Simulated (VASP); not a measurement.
# W (Immm) in VASP: single point with r2SCAN

Aim: the single point of W with r2SCAN.

Program: VASP 6.6.1. These are calculated values, not measurements. Logs are shortened: lines on timing, memory, paths and dates and some standing lists are left out, and cuts for length are marked.

### Step 1. The cell of the first run

It takes space group Immm (No. 71, orthorhombic). The conventional cell has a = 3.035 Å, b = 3.195 Å, c = 3.354 Å, α = 90.00°, β = 90.00°, γ = 90.00°. W (site symmetry mmm) has 14 W at 2.77 to 3.35 Å within 3.6 Å.

### Step 2. Single point, r2SCAN (strain -0.0500 x Voigt [1, -1, 0, 0, 0, 0])

Input file POSCAR:

```
W
1.0
   -1.5174350000      1.6771650000      1.5973000000
    1.5174350000     -1.6771650000      1.5973000000
    1.5174350000      1.6771650000     -1.5973000000
W
1
Direct
    0.0000000000      0.0000000000      0.0000000000
```

Input file INCAR.step1:

```
SYSTEM = W
PREC     = Accurate       ! precision mode
ENCUT    = 520            ! plane-wave cutoff, eV
ISMEAR   = 0              ! smearing method
SIGMA    = 0.15           ! smearing width, eV
LREAL    = .False.        ! projectors in reciprocal space
LASPH    = .True.         ! aspherical terms in the spheres
NELM     = 100            ! most SCF steps
NBANDS   = 13             ! bands
GGA      = PE             ! functional
ALGO     = Normal         ! electronic algorithm
EDIFF    = 1E-4           ! SCF threshold, eV
LWAVE    = .True.         ! write WAVECAR
LCHARG   = .False.        ! write CHGCAR
```

Input file INCAR.step2:

```
SYSTEM = W
PREC     = Accurate       ! precision mode
ENCUT    = 520            ! plane-wave cutoff, eV
EDIFF    = 1E-6           ! SCF threshold, eV
ISMEAR   = 0              ! smearing method
SIGMA    = 0.15           ! smearing width, eV
LREAL    = .False.        ! projectors in reciprocal space
LASPH    = .True.         ! aspherical terms in the spheres
NELM     = 100            ! most SCF steps
ALGO     = Normal         ! electronic algorithm
ISIF     = 2              ! what is computed and relaxed
LWAVE    = .False.        ! write WAVECAR
LCHARG   = .False.        ! write CHGCAR
METAGGA  = R2SCAN         ! meta-GGA
LMIXTAU  = .True.       
NBANDS   = 13             ! bands
ISTART   = 1
```

Input file KPOINTS:

```
regular mesh
0
Gamma
  20 20 20
  0 0 0
```

Potentials or basis: VASP PAW PBE potentials, release 64 (W_sv).

Started as:

```console
cat potpaw_PBE.64/W_sv/POTCAR > POTCAR
cp INCAR.step1 INCAR
mpirun -np 1 vasp_std > vasp.out
cp INCAR.step2 INCAR
mpirun -np 1 vasp_std > vasp.out
```

OUTCAR:

```text
SYSTEM = W
   PREC = Accurate
   ENCUT = 520
   EDIFF = 1E-6
   ISMEAR = 0
   LREAL = .False.
   LASPH = .True.
   NELM = 100
   ISIF = 2
   METAGGA = R2SCAN
   ISTART = 1

 ion  position               nearest neighbor table
   1  0.000  0.000  0.000-

  LATTYP: Found a body centered orthorhombic cell.
 ALAT       =     3.0348700000
 B/A-ratio  =     1.0526315789
 C/A-ratio  =     1.1052631579

  Lattice vectors:

 A1 = (  -1.5174350000,  -1.6771650000,   1.5973000000)
 A2 = (   1.5174350000,  -1.6771650000,  -1.5973000000)
 A3 = (   1.5174350000,   1.6771650000,   1.5973000000)

Analysis of symmetry for initial positions (statically):
=====================================================================
 Subroutine PRICEL returns:
 Original cell was already a primitive cell.

 Routine SETGRP: Setting up the symmetry group for a
 body centered orthorhombic supercell.

 Subroutine GETGRP returns: Found  8 space group operations
 (whereof  8 operations were pure point group operations)
 out of a pool of  8 trial point group operations.

The static configuration has the point symmetry D_2h.

Analysis of symmetry for dynamics (positions and initial velocities):
=====================================================================
 Subroutine PRICEL returns:
 Original cell was already a primitive cell.

 Routine SETGRP: Setting up the symmetry group for a
 body centered orthorhombic supercell.

 Subroutine GETGRP returns: Found  8 space group operations
 (whereof  8 operations were pure point group operations)
 out of a pool of  8 trial point group operations.

The dynamic configuration has the point symmetry D_2h.

 Subroutine INISYM returns: Found  8 space group operations
 (whereof  8 operations are pure point group operations),
 and found     1 'primitive' translations

----------------------------------------------------------------------------------------

                                     Primitive cell

  volume of cell :      16.2604

  direct lattice vectors                    reciprocal lattice vectors
    -1.517435000  1.677165000  1.597300000     0.000000000  0.298122129  0.313028235
     1.517435000 -1.677165000  1.597300000     0.329503405  0.000000000  0.313028235
     1.517435000  1.677165000 -1.597300000     0.329503405  0.298122129  0.000000000

  length of vectors
     2.768909299  2.768909299  2.768909299     0.432277087  0.454487811  0.444352673

  position of ions in fractional coordinates (direct lattice)
     0.000000000  0.000000000  0.000000000

  ion indices of the primitive-cell ions
   primitive index   ion index
                 1           1

----------------------------------------------------------------------------------------

 KPOINTS: regular mesh

Automatic generation of k-mesh.
 Grid dimensions read from file:
 generate k-points for:   20   20   20

 Generating k-lattice:

  Cartesian coordinates                     Fractional coordinates (reciprocal lattice)
     0.000000000  0.014906106  0.015651412     0.050000000 -0.000000000  0.000000000
     0.016475170  0.000000000  0.015651412    -0.000000000  0.050000000  0.000000000
     0.016475170  0.014906106  0.000000000     0.000000000  0.000000000  0.050000000

  Length of vectors
     0.021613854  0.022724391  0.022217634

  Shift w.r.t. Gamma in fractional coordinates (k-lattice)
     0.000000000  0.000000000  0.000000000

 Subroutine IBZKPT returns following result:
 ===========================================

 Found   1166 irreducible k-points:

 Following reciprocal coordinates:
            Coordinates               Weight
  0.000000  0.000000  0.000000      1.000000
  0.050000  0.000000  0.000000      4.000000
  0.100000 -0.000000  0.000000      4.000000
  0.150000 -0.000000  0.000000      4.000000
  0.200000 -0.000000  0.000000      4.000000
  0.250000  0.000000  0.000000      4.000000
[... 16 lines left out ...]
 -0.450000  0.050000 -0.000000      8.000000
 -0.400000  0.050000 -0.000000      8.000000
 [... further k-points ...]
   k-points           NKPTS =   1166   k-points in BZ     NKDIM =   1166   number of bands    NBANDS=     13
   number of dos      NEDOS =    301   number of ions     NIONS =      1
   total plane-waves  NPLWV =  13824
   dimension x,y,z NGX =    24 NGY =   24 NGZ =   24
   dimension x,y,z NGXF=    48 NGYF=   48 NGZF=   48
   ions per type =               1
   NGX,Y,Z   is equivalent  to a cutoff of  14.41, 14.41, 14.41 a.u.
   NGXF,Y,Z  is equivalent  to a cutoff of  28.82, 28.82, 28.82 a.u.
 SYSTEM =  W
   PREC   = accura    normal or accurate (medium, high low for compatibility)
   ISTART =      1    job   : 0-new  1-cont  2-samecut
   ICHARG =      0    charge: 1-file 2-atom 10-const
   ISPIN  =      1    spin polarized calculation?
   LNONCOLLINEAR =      F non collinear calculations
   LSORBIT =      F    spin-orbit coupling
   LASPH  =      T    aspherical Exc in radial PAW
   ENCUT  =  520.0 eV  38.22 Ry    6.18 a.u.   5.15  5.15  5.15*2*pi/ulx,y,z
   NELM   =    100;   NELMIN=  2; NELMDL=  0     # of ELM steps
   EDIFF  = 0.1E-05   stopping-criterion for ELM
   LREAL  =      F    real-space projection
   EDIFFG = 0.1E-04   stopping-criterion for IOM
   NSW    =      0    number of steps for IOM
   IBRION =     -1    ionic relax: 0-MD 1-quasi-New 2-CG
   NFREE  =      0    steps in history (QN), initial steepest desc. (CG)
   ISIF   =      2    stress and relaxation
   ISYM   =      2    0-nonsym 1-usesym 2-fastsym
   POTIM  = 0.5000    time-step for ionic-motion
   TEBEG  =    0.0;   TEEND  =   0.0 temperature during run
   PSTRESS=    0.0 pullay stress
   NELECT =      14.0000    total number of electrons
   NUPDOWN=      -1.0000    fix difference up-down
   EMIN   =  10.00;   EMAX   =-10.00  energy-range for DOS
   EFERMI =   0.00;   METHOD = LEGACY
   ISMEAR =     0;   SIGMA  =   0.15  broadening in eV -4-tet -1-fermi 0-gaus
   EFERMI_NEDOS =   21; number of points for ismear=-14 and -15
   IALGO  =     38    algorithm
   IMIX   =      4    mixing-type and parameters
     AMIX     =   0.40;   BMIX     =  1.00
     AMIX_MAG =   1.60;   BMIX_MAG =  1.00
  volume/ion in A,a.u.               =      16.26       109.73
  Fermi-wavevector in a.u.,A,eV,Ry     =   1.557423  2.943104 33.001855  2.425568
  Thomas-Fermi vector in A             =   2.661076
   LORBIT       =      0    0 simple, 1 ext, 2 COOP (PROOUT), +10 PAW based schemes
   METAGGA = R2SCAN    functional components
   LHFCALC =     F    Hartree Fock is set to
   AEXX    =    0.0000 exact exchange contribution
   IVDW    =     0    specifies the selected vdW correction
   LEPSILON=     F    determine dielectric tensor
   LRPA    =     F    only Hartree local field effects (RPA)
 non-spin polarized calculation
 Gauss-broadening in eV      SIGMA  =   0.15
  energy-cutoff  :      520.00
  volume of cell :       16.26
 maximum number of plane-waves:       450
 NGX is ok and might be reduce to    24
   NGX = 11   NGY = 11   NGZ = 11

 number of electron      14.0000000 magnetization

 Free energy of the ion-electron system (eV)
  ---------------------------------------------------
  ext. energy  EPLUGINS =         0.00000000
  ---------------------------------------------------
  free energy    TOTEN  =       -51.26818898 eV

  energy without entropy =      -51.26331467  energy(sigma->0) =      -51.26575183

 E-fermi :  10.9364     XC(G=0): -14.7932

 val. band max:       10.9304386761   @ k =  -0.3500   0.4000   0.2000
 cond. band min:      10.9372567608   @ k =  -0.1500   0.0500  -0.0000
 fundamental gap:      0.0068180847
 Fermi energy:        10.9364378419

 k-point     1 :       0.0000    0.0000    0.0000
  band No.  band energies     occupation
      1     -65.2179      2.00000
      2     -28.1322      2.00000
      3     -28.1307      2.00000
      4     -28.0889      2.00000
      5       0.9418      2.00000
      6       9.0497      2.00000
      7       9.8295      2.00000
      8      10.4295      2.00000
      9      12.5481      0.00000
     10      14.1178      0.00000
     11      25.2376      0.00000
     12      26.1550      0.00000
     13      27.2922      0.00000

 k-point     2 :       0.0500    0.0000    0.0000
  band No.  band energies     occupation
      1     -65.2148      2.00000
      2     -28.1649      2.00000
      3     -28.1307      2.00000
      4     -28.0978      2.00000
      5       1.0587      2.00000
      6       9.0499      2.00000
      7       9.8497      2.00000
      8      10.4577      1.99999
      9      12.4466      0.00000
     10      14.0863      0.00000
     11      25.4376      0.00000
     12      26.3241      0.00000
     13      27.4831      0.00000

 k-point     3 :       0.1000   -0.0000    0.0000
  band No.  band energies     occupation
      1     -65.2058      2.00000
      2     -28.2611      2.00000
      3     -28.1286      2.00000
      4     -28.1235      2.00000
      5       1.3989      2.00000
      6       9.0370      2.00000
      7       9.7991      2.00000
      8      10.6615      1.99047
      9      12.2018      0.00000
     10      14.0067      0.00000
     11      25.8954      0.00000
     12      26.8174      0.00000
     13      28.0434      0.00000

 k-point     4 :       0.1500   -0.0000    0.0000
  band No.  band energies     occupation
      1     -65.1916      2.00000
      2     -28.4088      2.00000
      3     -28.1633      2.00000
      4     -28.1253      2.00000
      5       1.9301      2.00000
      6       8.9801      2.00000
      7       9.5963      2.00000
      8      11.1414      0.05334
      9      11.9553      0.00000
     10      13.9102      0.00000
     11      26.2903      0.00000
     12      27.4490      0.00000
     13      28.9400      0.00000

 k-point     5 :       0.2000   -0.0000    0.0000
  band No.  band energies     occupation
      1     -65.1738      2.00000
      2     -28.5912      2.00000
      3     -28.2131      2.00000
      4     -28.1211      2.00000
      5       2.5926      2.00000
      6       8.8736      2.00000
      7       9.3099      2.00000
      8      11.8375      0.00000
      9      11.8489      0.00000
     10      13.8265      0.00000
     11      26.2914      0.00000
     12      27.6777      0.00000
     13      30.1280      0.00000
[... 257 lines left out ...]
 k-point    22 :       0.5000    0.0500    0.0000
  band No.  band energies     occupation
      1     -65.0893      2.00000
      2     -29.3813      2.00000
      3     -28.4512      2.00000
      4     -28.1147      2.00000
      5       4.5980      2.00000
      6       8.1057      2.00000
      7      10.6895      1.98008
      8      12.2166      0.00000
      9      14.0601      0.00000
     10      16.9377      0.00000
     11      21.7310      0.00000
     12      23.5069      0.00000
     13      29.3656      0.00000

 k-point    23 :      -0.4500    0.0500   -0.0000
  band No.  band energies     occupation
      1     -65.0956      2.00000
      2     -29.3246      2.00000
      3     -28.4342      2.00000
      4     -28.1152      2.00000
      5       4.5785      2.00000
      6       8.1874      2.00000
      7      10.1612      2.00000
      8      12.2836      0.00000
      9      13.9549      0.00000
     10      16.4006      0.00000
     11      22.3318      0.00000
     12      23.8583      0.00000
     13      30.1293      0.00000

 k-point    24 :      -0.4000    0.0500   -0.0000
  band No.  band energies     occupation
      1     -65.1074      2.00000
      2     -29.2169      2.00000
      3     -28.4015      2.00000
      4     -28.1170      2.00000
      5       4.4799      2.00000
      6       8.3424      2.00000
      7       9.4774      2.00000
      8      12.2738      0.00000
      9      13.8188      0.00000
     10      15.5009      0.00000
     11      23.2711      0.00000
     12      24.5822      0.00000
     13      31.4767      0.00000

 [... further k-points ...]

------------------------ aborting loop because EDIFF is reached ----------------------------------------

  FORCE on cell =-STRESS in cart. coord.  units (eV):
  Direction    XX          YY          ZZ          XY          YZ          ZX
  --------------------------------------------------------------------------------------
  -------------------------------------------------------------------------------------
  Total        1.2252610     -1.9654180     -0.6076660      0.0000000      0.0000000      0.0000000
  in kB      120.7276681   -193.6569777    -59.8746692      0.0000000      0.0000000      0.0000000
  external PRESSURE =     -44.2679929 kB  Pullay stress =       0.0000000 kB

 VOLUME and BASIS-vectors are now :
 -----------------------------------------------------------------------------
  energy-cutoff  :      520.00
  volume of cell :       16.26
      direct lattice vectors                 reciprocal lattice vectors
    -1.517435000  1.677165000  1.597300000     0.000000000  0.298122129  0.313028235
     1.517435000 -1.677165000  1.597300000     0.329503405  0.000000000  0.313028235
     1.517435000  1.677165000 -1.597300000     0.329503405  0.298122129  0.000000000

 POSITION                                       TOTAL-FORCE (eV/Angst)
 -----------------------------------------------------------------------------------
      0.00000      0.00000      0.00000         0.000000      0.000000      0.000000
 -----------------------------------------------------------------------------------
    total drift:                                0.000000      0.000000      0.000000

  FREE ENERGIE OF THE ION-ELECTRON SYSTEM (eV)
  ---------------------------------------------------
  free  energy   TOTEN  =       -51.2681889835 eV

  energy  without entropy=      -51.2633146685  energy(sigma->0) =      -51.26575183
```

Wall time 8 min (1 thread of Intel Xeon Platinum 8488C (Sapphire Rapids), shared host); peak memory 0.34 GiB.

What came out:

| Property | Result |
| --- | --- |
| Free energy | -51.2682 eV |
| Pressure | -4.4 GPa |
| Band gap on the k mesh | zero (bands 7 and 8 overlap by 6.12 eV) |

Stress tensor (GPa, compression positive):
```
 12.07   0.00   0.00
  0.00 -19.37   0.00
  0.00   0.00  -5.99
```

Caveat: the cell differs from its parent crystal (strain -0.0500 x Voigt [1, -1, 0, 0, 0, 0]); the stress differs along the axes, from -19 to 12 GPa; the PAW data sets were made with another functional, which shifts forces and pressure a little; spin-orbit coupling is left out, which moves the levels of the heavy elements.
